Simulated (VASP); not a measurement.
# PbSe (Fm-3m) in VASP: single point with PBEsol

Aim: the single point of PbSe with PBEsol.

Everything below comes from runs of VASP 6.6.1. Logs are shortened: lines on timing, memory, paths and dates and some standing lists are left out, and cuts for length are marked.

### Step 1. The cell of the first run

Symmetry: Fm-3m, No. 225, cubic system. Conventional cell: a = 6.104 Å, b = 6.104 Å, c = 6.104 Å, α = 90.00°, β = 90.00°, γ = 90.00°. Pb (site symmetry m-3m) has 6 Se at 3.05 Å within 4.0 Å. Se (site symmetry m-3m) has 6 Pb at 3.05 Å within 4.0 Å.

### Step 2. Single point, PBEsol

The input, INCAR:

```
SYSTEM = PbSe
PREC = Accurate ; ENCUT = 520
EDIFF = 1E-6 ; ISMEAR = 0
SIGMA = 0.01 ; LREAL = .FALSE.
LASPH = .TRUE. ; NELM = 80
ALGO = Normal ; ISIF = 2
LWAVE = .FALSE. ; LCHARG = .FALSE.
GGA = PS ; NBANDS = 39
```

The input, KPOINTS:

```
regular mesh
0
G
  10 10 10
  0 0 0
```

The input, POSCAR:

```
PbSe
1.0
    0.0000000000      3.0520903354     -3.0520903354
    6.1041806709      0.0000000000      0.0000000000
   -3.0520903354     -6.1041806709     -3.0520903354
Pb Se
3 3
Direct
    0.0000000000      0.0000000000      1.0000000000
    0.3333333333      0.3333333333      0.6666666667
    0.6666666667      0.6666666667      0.3333333333
    0.0000000000      0.5000000000      0.0000000000
    0.3333333333      0.8333333333      0.6666666667
    0.6666666667      0.1666666667      0.3333333333
```

Potentials or basis: VASP PAW PBE potentials, release 64 (Pb_d, Se).

Run with:

```
$ cat potpaw_PBE.64/Pb_d/POTCAR potpaw_PBE.64/Se/POTCAR > POTCAR
$ mpirun -np 1 vasp_std > vasp.out
```

OUTCAR:

```text
SYSTEM = PbSe
   PREC = Accurate
   ENCUT = 520
   EDIFF = 1E-6
   ISMEAR = 0
   LREAL = .FALSE.
   LASPH = .TRUE.
   NELM = 80
   ISIF = 2
   GGA = PS

 ion  position               nearest neighbor table
   1  0.000  0.000  0.000-   5 3.05   6 3.05   6 3.05   5 3.05   4 3.05   4 3.05
   2  0.333  0.333  0.667-   4 3.05   4 3.05   6 3.05   5 3.05   5 3.05   6 3.05
   3  0.667  0.667  0.333-   4 3.05   5 3.05   4 3.05   6 3.05   6 3.05   5 3.05
   4  0.000  0.500  0.000-   2 3.05   3 3.05   3 3.05   2 3.05   1 3.05   1 3.05
   5  0.333  0.833  0.667-   1 3.05   1 3.05   3 3.05   2 3.05   2 3.05   3 3.05
   6  0.667  0.167  0.333-   1 3.05   2 3.05   1 3.05   3 3.05   3 3.05   2 3.05

  LATTYP: Found a body centered orthorhombic cell.
 ALAT       =     4.3163075459
 B/A-ratio  =     1.4142135624
 C/A-ratio  =     3.0000000000

  Lattice vectors:

 A1 = (   3.0520903354,   6.1041806709,   3.0520903354)
 A2 = (  -3.0520903355,   3.0520903355,   6.1041806708)
 A3 = (   3.0520903355,  -6.1041806709,  -3.0520903354)

Analysis of symmetry for initial positions (statically):
=====================================================================
 Subroutine PRICEL returns following result:

  LATTYP: Found a face centered cubic cell.
 ALAT       =     6.1041806699

  Lattice vectors:

 A1 = (  -0.0000000009,   3.0520903345,  -3.0520903354)
 A2 = (   3.0520903351,   3.0520903351,   0.0000000000)
 A3 = (   3.0520903349,  -0.0000000006,  -3.0520903354)

   3 primitive cells build up your supercell.

 Routine SETGRP: Setting up the symmetry group for a
 body centered orthorhombic supercell.

 Subroutine GETGRP returns: Found  8 space group operations
 (whereof  8 operations were pure point group operations)
 out of a pool of  8 trial point group operations.

The static configuration has the point symmetry D_2h.

Analysis of symmetry for dynamics (positions and initial velocities):
=====================================================================
 Subroutine PRICEL returns following result:

  LATTYP: Found a face centered cubic cell.
 ALAT       =     6.1041806699

  Lattice vectors:

 A1 = (  -0.0000000009,   3.0520903345,  -3.0520903354)
 A2 = (   3.0520903351,   3.0520903351,   0.0000000000)
 A3 = (   3.0520903349,  -0.0000000006,  -3.0520903354)

   3 primitive cells build up your supercell.

 Routine SETGRP: Setting up the symmetry group for a
 body centered orthorhombic supercell.

 Subroutine GETGRP returns: Found  8 space group operations
 (whereof  8 operations were pure point group operations)
 out of a pool of  8 trial point group operations.

The dynamic configuration has the point symmetry D_2h.

 Subroutine INISYM returns: Found  8 space group operations
 (whereof  8 operations are pure point group operations),
 and found     3 'primitive' translations

----------------------------------------------------------------------------------------

                                     Primitive cell

  volume of cell :      56.8620

  direct lattice vectors                    reciprocal lattice vectors
    -0.000000001  3.052090334 -3.052090335    -0.163822150  0.163822150 -0.163822150
     3.052090335  3.052090335  0.000000000     0.163822150  0.163822150  0.163822150
     3.052090335 -0.000000001 -3.052090335     0.163822150 -0.163822150 -0.163822150

  length of vectors
     4.316307545  4.316307546  4.316307546     0.283748287  0.283748287  0.283748287

  position of ions in fractional coordinates (direct lattice)
     0.000000000  0.000000000  0.000000000
     0.500000000  0.500000000  0.500000000

  ion indices of the primitive-cell ions
   primitive index   ion index
                 1           1
                 2           6

----------------------------------------------------------------------------------------

 KPOINTS: regular mesh

Automatic generation of k-mesh.
 Grid dimensions read from file:
 generate k-points for:   10   10   10

 Generating k-lattice:

  Cartesian coordinates                     Fractional coordinates (reciprocal lattice)
     0.000000000  0.010921477 -0.021842953     0.100000000  0.000000000  0.000000000
     0.016382215 -0.005460738 -0.005460738     0.000000000  0.100000000  0.000000000
     0.000000000 -0.010921477 -0.010921477     0.000000000  0.000000000  0.100000000

  Length of vectors
     0.024421164  0.018111220  0.015445300

  Shift w.r.t. Gamma in fractional coordinates (k-lattice)
     0.000000000  0.000000000  0.000000000

 Subroutine IBZKPT returns following result:
 ===========================================

 Found    171 irreducible k-points:

 Following reciprocal coordinates:
            Coordinates               Weight
  0.000000  0.000000  0.000000      1.000000
  0.100000  0.000000 -0.000000      4.000000
  0.200000  0.000000 -0.000000      4.000000
  0.300000  0.000000 -0.000000      4.000000
  0.400000  0.000000 -0.000000      4.000000
  0.500000  0.000000 -0.000000      2.000000
[... 16 lines left out ...]
 -0.400000  0.200000  0.000000      8.000000
 -0.300000  0.200000 -0.000000      8.000000
 [... further k-points ...]
   k-points           NKPTS =    171   k-points in BZ     NKDIM =    171   number of bands    NBANDS=     39
   number of dos      NEDOS =    301   number of ions     NIONS =      6
   total plane-waves  NPLWV =  86016
   dimension x,y,z NGX =    32 NGY =   48 NGZ =   56
   dimension x,y,z NGXF=    64 NGYF=   96 NGZF=  112
   ions per type =               3   3
   NGX,Y,Z   is equivalent  to a cutoff of  12.33, 13.07, 12.45 a.u.
   NGXF,Y,Z  is equivalent  to a cutoff of  24.65, 26.15, 24.91 a.u.
 SYSTEM =  PbSe
   PREC   = accura    normal or accurate (medium, high low for compatibility)
   ISTART =      0    job   : 0-new  1-cont  2-samecut
   ICHARG =      2    charge: 1-file 2-atom 10-const
   ISPIN  =      1    spin polarized calculation?
   LNONCOLLINEAR =      F non collinear calculations
   LSORBIT =      F    spin-orbit coupling
   LASPH  =      T    aspherical Exc in radial PAW
   ENCUT  =  520.0 eV  38.22 Ry    6.18 a.u.   8.03 11.35 13.90*2*pi/ulx,y,z
   NELM   =     80;   NELMIN=  2; NELMDL= -5     # of ELM steps
   EDIFF  = 0.1E-05   stopping-criterion for ELM
   LREAL  =      F    real-space projection
   EDIFFG = 0.1E-04   stopping-criterion for IOM
   NSW    =      0    number of steps for IOM
   IBRION =     -1    ionic relax: 0-MD 1-quasi-New 2-CG
   NFREE  =      0    steps in history (QN), initial steepest desc. (CG)
   ISIF   =      2    stress and relaxation
   ISYM   =      2    0-nonsym 1-usesym 2-fastsym
   POTIM  = 0.5000    time-step for ionic-motion
   TEBEG  =    0.0;   TEEND  =   0.0 temperature during run
   PSTRESS=    0.0 pullay stress
   NELECT =      60.0000    total number of electrons
   NUPDOWN=      -1.0000    fix difference up-down
   EMIN   =  10.00;   EMAX   =-10.00  energy-range for DOS
   EFERMI =   0.00;   METHOD = LEGACY
   ISMEAR =     0;   SIGMA  =   0.01  broadening in eV -4-tet -1-fermi 0-gaus
   EFERMI_NEDOS =   21; number of points for ismear=-14 and -15
   IALGO  =     38    algorithm
   IMIX   =      4    mixing-type and parameters
     AMIX     =   0.40;   BMIX     =  1.00
     AMIX_MAG =   1.60;   BMIX_MAG =  1.00
  volume/ion in A,a.u.               =      28.43       191.86
  Fermi-wavevector in a.u.,A,eV,Ry     =   1.155609  2.183784 18.169646  1.335431
  Thomas-Fermi vector in A             =   2.292236
   LORBIT       =      0    0 simple, 1 ext, 2 COOP (PROOUT), +10 PAW based schemes
   GGA     = PS    functional components
   LHFCALC =     F    Hartree Fock is set to
   AEXX    =    0.0000 exact exchange contribution
   IVDW    =     0    specifies the selected vdW correction
   LEPSILON=     F    determine dielectric tensor
   LRPA    =     F    only Hartree local field effects (RPA)
 non-spin polarized calculation
 Gauss-broadening in eV      SIGMA  =   0.01
  energy-cutoff  :      520.00
  volume of cell :      170.59
 maximum number of plane-waves:      4625
   NGX = 17   NGY = 23   NGZ = 27

 number of electron      60.0000004 magnetization

 Free energy of the ion-electron system (eV)
  ---------------------------------------------------
  ext. energy  EPLUGINS =         0.00000000
  ---------------------------------------------------
  free energy    TOTEN  =       -26.74942903 eV

  energy without entropy =      -26.74942903  energy(sigma->0) =      -26.74942903

 E-fermi :   5.0672     XC(G=0):  -9.7574

 val. band max:        5.0226192943   @ k =   0.5000   0.5000  -0.0000
 cond. band min:       5.1962304885   @ k =   0.5000   0.5000  -0.0000
 fundamental gap:      0.1736111942
 Fermi energy:         5.0672053815

 k-point     1 :       0.0000    0.0000    0.0000
  band No.  band energies     occupation
      1     -11.8249      2.00000
      2     -11.8249      2.00000
      3     -11.7478      2.00000
      4     -11.7478      2.00000
      5     -11.7450      2.00000
      6     -11.7449      2.00000
[... 31 lines left out ...]
     38      10.0665      0.00000
     39      10.0665      0.00000

 k-point     2 :       0.1000    0.0000   -0.0000
  band No.  band energies     occupation
      1     -11.8347      2.00000
      2     -11.8209      2.00000
      3     -11.7507      2.00000
      4     -11.7466      2.00000
      5     -11.7461      2.00000
      6     -11.7454      2.00000
[... 31 lines left out ...]
     38       9.8483      0.00000
     39      10.1315      0.00000

 k-point     3 :       0.2000    0.0000   -0.0000
  band No.  band energies     occupation
      1     -11.8420      2.00000
      2     -11.8321      2.00000
      3     -11.7556      2.00000
      4     -11.7466      2.00000
      5     -11.7459      2.00000
      6     -11.7450      2.00000
[... 832 lines left out ...]
 k-point    23 :      -0.4000    0.2000    0.0000
  band No.  band energies     occupation
      1     -11.8578      2.00000
      2     -11.8350      2.00000
      3     -11.7742      2.00000
      4     -11.7582      2.00000
      5     -11.7530      2.00000
      6     -11.7453      2.00000
[... 31 lines left out ...]
     38      10.0227      0.00000
     39      10.3743      0.00000

 k-point    24 :      -0.3000    0.2000   -0.0000
  band No.  band energies     occupation
      1     -11.8400      2.00000
      2     -11.8346      2.00000
      3     -11.7615      2.00000
      4     -11.7561      2.00000
      5     -11.7461      2.00000
      6     -11.7450      2.00000
[... 31 lines left out ...]
     38      10.1315      0.00000
     39      10.2442      0.00000

 [... further k-points ...]

------------------------ aborting loop because EDIFF is reached ----------------------------------------

  FORCE on cell =-STRESS in cart. coord.  units (eV):
  Direction    XX          YY          ZZ          XY          YZ          ZX
  --------------------------------------------------------------------------------------
  -------------------------------------------------------------------------------------
  Total       -0.0343457     -0.0378219     -0.0378219      0.0000000     -0.0004797      0.0000000
  in kB       -0.3225818     -0.3552304     -0.3552304      0.0000000     -0.0045055      0.0000000
  external PRESSURE =      -0.3443475 kB  Pullay stress =       0.0000000 kB

 VOLUME and BASIS-vectors are now :
 -----------------------------------------------------------------------------
  energy-cutoff  :      520.00
  volume of cell :      170.59
      direct lattice vectors                 reciprocal lattice vectors
     0.000000000  3.052090335 -3.052090335     0.000000000  0.109214767 -0.218429533
     6.104180671  0.000000000  0.000000000     0.163822150 -0.054607383 -0.054607383
    -3.052090335 -6.104180671 -3.052090335     0.000000000 -0.109214767 -0.109214767

 POSITION                                       TOTAL-FORCE (eV/Angst)
 -----------------------------------------------------------------------------------
      0.00000      0.00000      0.00000         0.000000      0.000000     -0.000000
     -0.00000     -3.05209     -3.05209         0.000000      0.000000     -0.000000
      3.05209      0.00000     -3.05209        -0.000000     -0.000000      0.000000
      3.05209      0.00000      0.00000        -0.000000     -0.000000      0.000000
      3.05209     -3.05209     -3.05209        -0.000000     -0.000000      0.000000
      0.00000      0.00000     -3.05209        -0.000000     -0.000000      0.000000
 -----------------------------------------------------------------------------------
    total drift:                                0.000000      0.000000     -0.000000

  FREE ENERGIE OF THE ION-ELECTRON SYSTEM (eV)
  ---------------------------------------------------
  free  energy   TOTEN  =       -26.7494290287 eV

  energy  without entropy=      -26.7494290287  energy(sigma->0) =      -26.74942903
```

It took 22 min on 1 thread of Oxide Virtual Turin-like, shared host; peak memory 0.88 GiB.

What came out:

| Item | Value |
| --- | --- |
| Free energy | -26.7494 eV |
| Pressure | 0.0 GPa |
| Band gap on the k mesh | 0.17 eV |

Caveat: the PAW data sets were made with another functional, which shifts forces and pressure a little; spin-orbit coupling is left out, which moves the levels of the heavy elements.
